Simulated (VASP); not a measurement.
# CaF2 (Fm-3m) in VASP: notebook

The runs below take CaF2 through G0W0 quasiparticle levels, with PBE.

All numbers are computed with VASP 6.6.1; they aren't measurements. Logs are shortened: lines on timing, memory, paths and dates and some standing lists are left out, and cuts for length are marked.

### Step 1. The cell of the first run

Symmetry: Fm-3m, No. 225, cubic system. The conventional cell has a = 5.439 Å, b = 5.439 Å, c = 5.439 Å, α = 90.00°, β = 90.00°, γ = 90.00°. Ca (site symmetry m-3m) has 8 F at 2.36 Å within 3.1 Å. F (site symmetry -43m) has 4 Ca at 2.36 Å and 6 F at 2.72 Å within 3.1 Å.

### Step 2. G0W0 quasiparticle levels, PBE

File POSCAR:

```
CaF2
1.0
    0.0000000000      2.7195928259      2.7195928259
    2.7195928259      0.0000000000      2.7195928259
    2.7195928259      2.7195928259      0.0000000000
Ca F
1 2
Direct
    0.0000000000      0.0000000000      0.0000000000
    0.7500000000      0.7500000000      0.7500000000
    0.2500000000      0.2500000000      0.2500000000
```

File INCAR.step1:

```
SYSTEM = CaF2
  ALGO = Normal
  EDIFF = 1E-8
  ENCUT = 500
  GGA = PE
  ISMEAR = 0
  LASPH = .TRUE.
  LCHARG = .FALSE.
  LREAL = .FALSE.
  LWAVE = .TRUE.
  NELM = 100
  PREC = Accurate
  SIGMA = 0.01
```

File INCAR.step2:

```
SYSTEM = CaF2
  ALGO = Exact
  EDIFF = 1E-8
  ENCUT = 500
  GGA = PE
  ISMEAR = 0
  ISTART = 1
  LASPH = .TRUE.
  LCHARG = .FALSE.
  LOPTICS = .TRUE.
  LREAL = .FALSE.
  LWAVE = .TRUE.
  NBANDS = 310
  NELM = 1
  PREC = Accurate
  SIGMA = 0.01
```

File INCAR.step3:

```
SYSTEM = CaF2
  ALGO = EVGW0
  EDIFF = 1E-8
  ENCUT = 500
  ENCUTGW = 200
  GGA = PE
  ISMEAR = 0
  ISTART = 1
  LASPH = .TRUE.
  LCHARG = .FALSE.
  LREAL = .FALSE.
  LWAVE = .FALSE.
  NBANDS = 310
  NBANDSGW = 20
  NELMGW = 1
  NOMEGA = 48
  PREC = Accurate
  PRECFOCK = Fast
  SIGMA = 0.01
```

File KPOINTS:

```
k-points
0
G
  6 6 6
  0 0 0
```

Potentials or basis: VASP PAW PBE potentials, release 64 (Ca_sv_GW, F_GW).

Started as:

```sh
$ cat potpaw_PBE.64/Ca_sv_GW/POTCAR potpaw_PBE.64/F_GW/POTCAR > POTCAR
$ cp INCAR.step1 INCAR
$ mpirun -np 1 vasp_std > vasp.out
$ cp INCAR.step2 INCAR
$ mpirun -np 1 vasp_std > vasp.out
$ cp INCAR.step3 INCAR
$ mpirun -np 1 vasp_std > vasp.out
```

OUTCAR:

```text
SYSTEM = CaF2
   EDIFF = 1E-8
   ENCUT = 500
   ENCUTGW = 200
   GGA = PE
   ISMEAR = 0
   ISTART = 1
   LASPH = .TRUE.
   LREAL = .FALSE.
   NELMGW = 1
   PREC = Accurate
   PRECFOCK = Fast

 ion  position               nearest neighbor table
   1  0.000  0.000  0.000-   2 2.36   2 2.36   2 2.36   2 2.36   3 2.36   3 2.36   3 2.36   3 2.36

   2  0.750  0.750  0.750-   1 2.36   1 2.36   1 2.36   1 2.36
   3  0.250  0.250  0.250-   1 2.36   1 2.36   1 2.36   1 2.36

  LATTYP: Found a face centered cubic cell.
 ALAT       =     5.4391856518

  Lattice vectors:

 A1 = (   0.0000000000,   2.7195928259,   2.7195928259)
 A2 = (   2.7195928259,   0.0000000000,   2.7195928259)
 A3 = (   2.7195928259,   2.7195928259,   0.0000000000)

Analysis of symmetry for initial positions (statically):
=====================================================================
 Subroutine PRICEL returns:
 Original cell was already a primitive cell.

 Routine SETGRP: Setting up the symmetry group for a
 face centered cubic supercell.

 Subroutine GETGRP returns: Found 48 space group operations
 (whereof 48 operations were pure point group operations)
 out of a pool of 48 trial point group operations.

The static configuration has the point symmetry O_h .

Analysis of symmetry for dynamics (positions and initial velocities):
=====================================================================
 Subroutine PRICEL returns:
 Original cell was already a primitive cell.

 Routine SETGRP: Setting up the symmetry group for a
 face centered cubic supercell.

 Subroutine GETGRP returns: Found 48 space group operations
 (whereof 48 operations were pure point group operations)
 out of a pool of 48 trial point group operations.

The dynamic configuration has the point symmetry O_h .

 Subroutine INISYM returns: Found 48 space group operations
 (whereof 48 operations are pure point group operations),
 and found     1 'primitive' translations

----------------------------------------------------------------------------------------

                                     Primitive cell

  volume of cell :      40.2292

  direct lattice vectors                    reciprocal lattice vectors
     0.000000000  2.719592826  2.719592826    -0.183851051  0.183851051  0.183851051
     2.719592826  0.000000000  2.719592826     0.183851051 -0.183851051  0.183851051
     2.719592826  2.719592826  0.000000000     0.183851051  0.183851051 -0.183851051

  length of vectors
     3.846085059  3.846085059  3.846085059     0.318439362  0.318439362  0.318439362

  position of ions in fractional coordinates (direct lattice)
     0.000000000  0.000000000  0.000000000
     0.750000000  0.750000000  0.750000000
     0.250000000  0.250000000  0.250000000

  ion indices of the primitive-cell ions
   primitive index   ion index
                 1           1
                 2           2
                 3           3

----------------------------------------------------------------------------------------

 KPOINTS: k-points

Automatic generation of k-mesh.
 Grid dimensions read from file:
 generate k-points for:    6    6    6

 Generating k-lattice:

  Cartesian coordinates                     Fractional coordinates (reciprocal lattice)
    -0.030641842  0.030641842  0.030641842     0.166666667  0.000000000  0.000000000
     0.030641842 -0.030641842  0.030641842     0.000000000  0.166666667  0.000000000
     0.030641842  0.030641842 -0.030641842     0.000000000  0.000000000  0.166666667

  Length of vectors
     0.053073227  0.053073227  0.053073227

  Shift w.r.t. Gamma in fractional coordinates (k-lattice)
     0.000000000  0.000000000  0.000000000

 Subroutine IBZKPT returns following result:
 ===========================================

 Found     16 irreducible k-points:

 Following reciprocal coordinates:
            Coordinates               Weight
  0.000000  0.000000  0.000000      1.000000
  0.166667  0.000000  0.000000      8.000000
  0.333333  0.000000  0.000000      8.000000
  0.500000  0.000000  0.000000      4.000000
  0.166667  0.166667  0.000000      6.000000
  0.333333  0.166667  0.000000     24.000000
[... 8 lines left out ...]
 -0.333333  0.333333  0.166667     24.000000
 -0.333333  0.500000  0.166667     12.000000
   k-points           NKPTS =     16   k-points in BZ     NKDIM =    216   number of bands    NBANDS=    310
   number of dos      NEDOS =    301   number of ions     NIONS =      3
   total plane-waves  NPLWV =  21952
   dimension x,y,z NGX =    28 NGY =   28 NGZ =   28
   dimension x,y,z NGXF=    56 NGYF=   56 NGZF=   56
   ions per type =               1   2
   NGX,Y,Z   is equivalent  to a cutoff of  12.10, 12.10, 12.10 a.u.
   NGXF,Y,Z  is equivalent  to a cutoff of  24.21, 24.21, 24.21 a.u.
 SYSTEM =  CaF2
   PREC   = accura    normal or accurate (medium, high low for compatibility)
   ISTART =      1    job   : 0-new  1-cont  2-samecut
   ICHARG =      0    charge: 1-file 2-atom 10-const
   ISPIN  =      1    spin polarized calculation?
   LNONCOLLINEAR =      F non collinear calculations
   LSORBIT =      F    spin-orbit coupling
   LASPH  =      T    aspherical Exc in radial PAW
   ENCUT  =  500.0 eV  36.75 Ry    6.06 a.u.   7.01  7.01  7.01*2*pi/ulx,y,z
   NELM   =     60;   NELMIN=  2; NELMDL=  0     # of ELM steps
   EDIFF  = 0.1E-07   stopping-criterion for ELM
   LREAL  =      F    real-space projection
   EDIFFG = 0.1E-06   stopping-criterion for IOM
   NSW    =      0    number of steps for IOM
   IBRION =     -1    ionic relax: 0-MD 1-quasi-New 2-CG
   NFREE  =      0    steps in history (QN), initial steepest desc. (CG)
   ISIF   =      0    stress and relaxation
   ISYM   =      3    0-nonsym 1-usesym 2-fastsym
   POTIM  = 0.5000    time-step for ionic-motion
   TEBEG  =    0.0;   TEEND  =   0.0 temperature during run
   PSTRESS=    0.0 pullay stress
   NELECT =      24.0000    total number of electrons
   NUPDOWN=      -1.0000    fix difference up-down
   EMIN   =  10.00;   EMAX   =-10.00  energy-range for DOS
   EFERMI =   0.00;   METHOD = LEGACY
   ISMEAR =     0;   SIGMA  =   0.01  broadening in eV -4-tet -1-fermi 0-gaus
   EFERMI_NEDOS =   21; number of points for ismear=-14 and -15
   IALGO  =     38    algorithm
   IMIX   =      4    mixing-type and parameters
     AMIX     =   0.40;   BMIX     =  1.00
     AMIX_MAG =   1.60;   BMIX_MAG =  1.00
  volume/ion in A,a.u.               =      13.41        90.49
  Fermi-wavevector in a.u.,A,eV,Ry     =   1.378155  2.604335 25.841693  1.899311
  Thomas-Fermi vector in A             =   2.503242
   LORBIT       =      0    0 simple, 1 ext, 2 COOP (PROOUT), +10 PAW based schemes
   GGA     = PE    functional components
   LHFCALC =     T    Hartree Fock is set to
   PRECFOCK=fast      Normal, Fast or Accurate (Low or Medium for compatibility)
   ENCUT4O =  -1.0   cutoff for four orbital integrals eV
   NKREDX  =     1    reduce k-point grid by
   NKREDY  =     1    reduce k-point grid by
   NKREDZ  =     1    reduce k-point grid by
   AEXX    =    1.0000 exact exchange contribution
   HFSCREEN=    0.0000 screening length (either q_TF or 0.3 A-1)
   HFSCREENC=   0.0000 screening length for correlation (either q_TF or 0.3 A-1)
   ENCUTFOCK=  -1.0 apply spherical cutoff to Coloumb kernel
   IVDW    =     0    specifies the selected vdW correction
   LEPSILON=     F    determine dielectric tensor
   LRPA    =     F    only Hartree local field effects (RPA)
   LRPAFORCE           =     F    calculate RPA forces
   ENCUTGW             = 200.0    cutoff for response function in eV
   ENCUTGWSOFT         = 160.0    soft cutoff for Coulomb kernel in GW response function in eV
   ENCUTLF             =  -1.0    cutoff for local field effects
   NELMGW              =     1    number of iterations in solving QP/BSE equation
   NELMHF              =     1    number of iterations in the inner HF iteration
   NKREDLFX            =     1    NKREDLFY  =   1   NKREDLFZ  =   1
 non-spin polarized calculation
 Gauss-broadening in eV      SIGMA  =   0.01
  energy-cutoff  :      500.00
  volume of cell :       40.23
 maximum number of plane-waves:      1034
  NGX = 16; NGY = 16; NGZ = 16
   NGX = 13   NGY = 13   NGZ = 13
 maximum number of plane-waves:       269

 QP shifts <psi_nk| G(iteration)W_0 |psi_nk>: iteration 1
 for sc-GW calculations column KS-energies equals QP-energies in previous step
 and V_xc(KS)=  KS-energies - (<T + V_ion + V_H > + <T+V_H+V_ion>^1  + <V_x>^1)

 k-point   1 :       0.0000    0.0000    0.0000
  band No.  KS-energies  QP-energies   sigma(KS)   V_xc(KS)     V^pw_x(r,r')   Z            occupation Imag(sigma)

      1     -34.8831     -37.2707     -24.2669     -20.6896     -34.4645       0.6674       2.0000       0.9784
      2     -18.8683     -22.5942     -27.7807     -22.5996     -36.7302       0.7191       2.0000       0.8507
      3     -18.0782     -21.8259     -28.7041     -23.5314     -37.5963       0.7245       2.0000       0.8089
      4     -15.8218     -19.2983     -24.2759     -19.9928     -27.9754       0.8117       2.0000       0.2126
      5     -15.8218     -19.2983     -24.2759     -19.9928     -27.9754       0.8117       2.0000       0.2126
      6     -15.8218     -19.2983     -24.2759     -19.9928     -27.9754       0.8117       2.0000       0.2126
[... 12 lines left out ...]
     19      18.1226      19.1825      -6.8269      -8.0566      -2.9455       0.8620       0.0000      -0.1816
     20      18.1226      19.1825      -6.8269      -8.0566      -2.9455       0.8620       0.0000      -0.1816

 k-point   2 :       0.1667    0.0000    0.0000
  band No.  KS-energies  QP-energies   sigma(KS)   V_xc(KS)     V^pw_x(r,r')   Z            occupation Imag(sigma)

      1     -34.8743     -37.2601     -24.2729     -20.6992     -34.4696       0.6676       2.0000       0.9725
      2     -18.9338     -22.6427     -27.5631     -22.4102     -36.3698       0.7198       2.0000       0.8311
      3     -18.1575     -21.9038     -28.5958     -23.4252     -37.4780       0.7245       2.0000       0.8114
      4     -15.8330     -19.3119     -24.2657     -19.9792     -27.9708       0.8116       2.0000       0.2163
      5     -15.8330     -19.3119     -24.2657     -19.9792     -27.9708       0.8116       2.0000       0.2163
      6     -15.7016     -19.2018     -24.5742     -20.2646     -28.4412       0.8122       2.0000       0.2414
[... 12 lines left out ...]
     19      17.0110      18.1168      -7.3717      -8.6635      -3.5411       0.8560       0.0000      -0.1605
     20      18.7106      19.8738      -7.1806      -8.5350      -3.2020       0.8588       0.0000      -0.2030

 k-point   3 :       0.3333    0.0000    0.0000
  band No.  KS-energies  QP-energies   sigma(KS)   V_xc(KS)     V^pw_x(r,r')   Z            occupation Imag(sigma)

      1     -34.8565     -37.2423     -24.2848     -20.7185     -34.4797       0.6690       2.0000       0.9603
      2     -19.0051     -22.6768     -27.2340     -22.1287     -35.7902       0.7192       2.0000       0.7966
      3     -18.3731     -22.1058     -28.3050     -23.1344     -37.1682       0.7219       2.0000       0.8188
      4     -15.8550     -19.3360     -24.2455     -19.9522     -27.9616       0.8108       2.0000       0.2236
      5     -15.8550     -19.3360     -24.2455     -19.9522     -27.9616       0.8108       2.0000       0.2236
      6     -15.4478     -18.9710     -25.1570     -20.8079     -29.3204       0.8101       2.0000       0.2878
[... 12 lines left out ...]
     19      15.4665      16.8752      -8.8162     -10.4651      -5.0167       0.8543       0.0000      -0.1370
     20      20.1140      21.5637      -8.2468      -9.9505      -4.0438       0.8509       0.0000      -0.2631
[... 265 lines left out ...]
 k-point  15 :      -0.3333    0.3333    0.1667
  band No.  KS-energies  QP-energies   sigma(KS)   V_xc(KS)     V^pw_x(r,r')   Z            occupation Imag(sigma)

      1     -34.8389     -37.2378     -24.2973     -20.7377     -34.4898       0.6739       2.0000       0.9480
      2     -18.8963     -22.5795     -27.2885     -22.1951     -35.7690       0.7231       2.0000       0.7814
      3     -18.7815     -22.4775     -27.5369     -22.4216     -36.1294       0.7225       2.0000       0.7935
      4     -15.9110     -19.3967     -24.1848     -19.8753     -27.9285       0.8088       2.0000       0.2425
      5     -15.5698     -19.0890     -24.9324     -20.5929     -28.9997       0.8110       2.0000       0.2744
      6     -15.4447     -18.9713     -25.1893     -20.8360     -29.3767       0.8101       2.0000       0.2925
[... 12 lines left out ...]
     19      15.8485      17.7412     -10.9239     -13.1847      -6.9353       0.8372       0.0000      -0.1475
     20      18.1525      20.0703      -9.6855     -11.9855      -5.4500       0.8338       0.0000      -0.2273

 k-point  16 :      -0.3333    0.5000    0.1667
  band No.  KS-energies  QP-energies   sigma(KS)   V_xc(KS)     V^pw_x(r,r')   Z            occupation Imag(sigma)

      1     -34.8359     -37.2392     -24.2996     -20.7407     -34.4914       0.6753       2.0000       0.9459
      2     -19.0439     -22.6977     -27.0843     -22.0054     -35.5208       0.7194       2.0000       0.7767
      3     -18.6464     -22.3474     -27.7607     -22.6306     -36.4185       0.7214       2.0000       0.7992
      4     -15.9334     -19.4186     -24.1574     -19.8419     -27.9100       0.8076       2.0000       0.2495
      5     -15.6868     -19.2071     -24.7340     -20.3940     -28.7430       0.8111       2.0000       0.2723
      6     -15.2999     -18.8269     -25.3882     -21.0413     -29.6126       0.8114       2.0000       0.2932
[... 12 lines left out ...]
     19      15.7986      17.5496      -9.8072     -11.8825      -5.8345       0.8437       0.0000      -0.1465
     20      17.0720      18.8588     -10.9994     -13.1541      -6.9085       0.8293       0.0000      -0.1701
```

Run time: 21 min. Hardware: 1 thread of Intel Xeon 6975P-C (Granite Rapids), shared host; peak memory 1.7 GiB.

What came out:

- Quasiparticle gap: 10.57 eV
- Least direct quasiparticle gap: 10.87 eV
- Band gap of the starting levels on the mesh: 7.38 eV
- Least direct gap of the starting levels on the mesh: 7.63 eV

Caveat: bands, screening cutoff and mesh are small and nothing is extrapolated, so the quasiparticle values aren't converged.

### Step 3. G0W0 quasiparticle levels, PBE

POSCAR is that of step 2.

File INCAR.step1:

```
  PREC = Accurate
  ENCUT = 500
  EDIFF = 1E-8
  ISMEAR = 0
  SIGMA = 0.01
  LREAL = F
  LASPH = T
  NELM = 80
  ALGO = Normal
  LWAVE = T
  LCHARG = F
  GGA = PE
```

File INCAR.step2:

```
  PREC = Accurate
  ENCUT = 500
  EDIFF = 1E-8
  ISMEAR = 0
  SIGMA = 0.01
  LREAL = F
  LASPH = T
  NELM = 1
  ALGO = Exact
  LWAVE = T
  LCHARG = F
  GGA = PE
  NBANDS = 310
  LOPTICS = T
  ISTART = 1
```

File INCAR.step3:

```
  PREC = Accurate
  ENCUT = 500
  EDIFF = 1E-8
  ISMEAR = 0
  SIGMA = 0.01
  LREAL = F
  LASPH = T
  ALGO = EVGW0
  LWAVE = F
  LCHARG = F
  GGA = PE
  NELMGW = 1
  NBANDS = 310
  ENCUTGW = 200
  NOMEGA = 48
  PRECFOCK = Fast
  ISTART = 1
  NBANDSGW = 20
```

File KPOINTS:

```
regular mesh
0
Gamma
  6 6 6
```

Potentials or basis: VASP PAW PBE potentials, release 64 (Ca_sv_GW, F_GW).

Started as:

```sh
$ cat potpaw_PBE.64/Ca_sv_GW/POTCAR potpaw_PBE.64/F_GW/POTCAR > POTCAR
$ cp INCAR.step1 INCAR
$ mpirun -np 1 vasp_std > vasp.out
$ cp INCAR.step2 INCAR
$ mpirun -np 1 vasp_std > vasp.out
$ cp INCAR.step3 INCAR
$ mpirun -np 1 vasp_std > vasp.out
```

OUTCAR:

```text
PREC = Accurate
   ENCUT = 500
   EDIFF = 1E-8
   ISMEAR = 0
   LREAL = F
   LASPH = T
   GGA = PE
   NELMGW = 1
   ENCUTGW = 200
   PRECFOCK = Fast
   ISTART = 1

 ion  position               nearest neighbor table
   1  0.000  0.000  0.000-   2 2.36   2 2.36   2 2.36   2 2.36   3 2.36   3 2.36   3 2.36   3 2.36

   2  0.750  0.750  0.750-   1 2.36   1 2.36   1 2.36   1 2.36
   3  0.250  0.250  0.250-   1 2.36   1 2.36   1 2.36   1 2.36

  LATTYP: Found a face centered cubic cell.
 ALAT       =     5.4391856518

  Lattice vectors:

 A1 = (   0.0000000000,   2.7195928259,   2.7195928259)
[... 158 lines left out ...]
   IVDW    =     0    specifies the selected vdW correction
   LEPSILON=     F    determine dielectric tensor
   LRPA    =     F    only Hartree local field effects (RPA)
   LRPAFORCE           =     F    calculate RPA forces
   ENCUTGW             = 200.0    cutoff for response function in eV
   ENCUTGWSOFT         = 160.0    soft cutoff for Coulomb kernel in GW response function in eV
   ENCUTLF             =  -1.0    cutoff for local field effects
   NELMGW              =     1    number of iterations in solving QP/BSE equation
   NELMHF              =     1    number of iterations in the inner HF iteration
   NKREDLFX            =     1    NKREDLFY  =   1   NKREDLFZ  =   1
 non-spin polarized calculation
 Gauss-broadening in eV      SIGMA  =   0.01
  energy-cutoff  :      500.00
  volume of cell :       40.23
 maximum number of plane-waves:      1034
  NGX = 16; NGY = 16; NGZ = 16
   NGX = 13   NGY = 13   NGZ = 13
 maximum number of plane-waves:       269

 QP shifts <psi_nk| G(iteration)W_0 |psi_nk>: iteration 1
 for sc-GW calculations column KS-energies equals QP-energies in previous step
 and V_xc(KS)=  KS-energies - (<T + V_ion + V_H > + <T+V_H+V_ion>^1  + <V_x>^1)

 k-point   1 :       0.0000    0.0000    0.0000
  band No.  KS-energies  QP-energies   sigma(KS)   V_xc(KS)     V^pw_x(r,r')   Z            occupation Imag(sigma)

      1     -34.8831     -37.2707     -24.2669     -20.6896     -34.4645       0.6674       2.0000       0.9784
      2     -18.8683     -22.5942     -27.7807     -22.5996     -36.7302       0.7191       2.0000       0.8507
      3     -18.0782     -21.8259     -28.7041     -23.5314     -37.5963       0.7245       2.0000       0.8089
      4     -15.8218     -19.2983     -24.2759     -19.9928     -27.9754       0.8117       2.0000       0.2126
      5     -15.8218     -19.2983     -24.2759     -19.9928     -27.9754       0.8117       2.0000       0.2126
      6     -15.8218     -19.2983     -24.2759     -19.9928     -27.9754       0.8117       2.0000       0.2126
[... 359 lines left out ...]
      6     -15.2999     -18.8269     -25.3882     -21.0413     -29.6126       0.8114       2.0000       0.2932
[... 12 lines left out ...]
     19      15.7986      17.5496      -9.8072     -11.8825      -5.8345       0.8437       0.0000      -0.1465
     20      17.0720      18.8588     -10.9994     -13.1541      -6.9085       0.8293       0.0000      -0.1701
```

OUTCAR.step2:

```text
PREC = Accurate
   ENCUT = 500
   EDIFF = 1E-8
   ISMEAR = 0
   LREAL = F
[... 981 lines left out ...]
     0.00000     2.37246     2.37246     2.37246     0.00000     0.00000     0.00000
     3.01383     2.44819     2.44819     2.44819     0.00000     0.00000     0.00000
     6.02766     2.78951     2.78951     2.78951     0.00000     0.00000     0.00000
     9.04148     4.30660     4.30660     4.30660     0.00000     0.00000    -0.00000
    12.05531     0.24004     0.24004     0.24004    -0.00000    -0.00000     0.00000
    15.06914     1.30243     1.30243     1.30243    -0.00000    -0.00000    -0.00000
[... 92 lines left out ...]
   295.35512     0.99108     0.99108     0.99108    -0.00000    -0.00000    -0.00000
   298.36895     0.99127     0.99127     0.99127    -0.00000    -0.00000    -0.00000
```

Run time: 71 min. Hardware: 1 thread of Intel Xeon 8259CL, shared host; peak memory 1.7 GiB.

What came out:

```yaml
Quasiparticle_gap: 10.57 eV
Least_direct_quasiparticle_gap: 10.87 eV
Band_gap_of_the_starting_levels_on_the_mesh: 7.38 eV
Least_direct_gap_of_the_starting_levels_on_the_mesh: 7.63 eV
```

Caveat: bands, screening cutoff and mesh are small and nothing is extrapolated, so the quasiparticle values aren't converged.
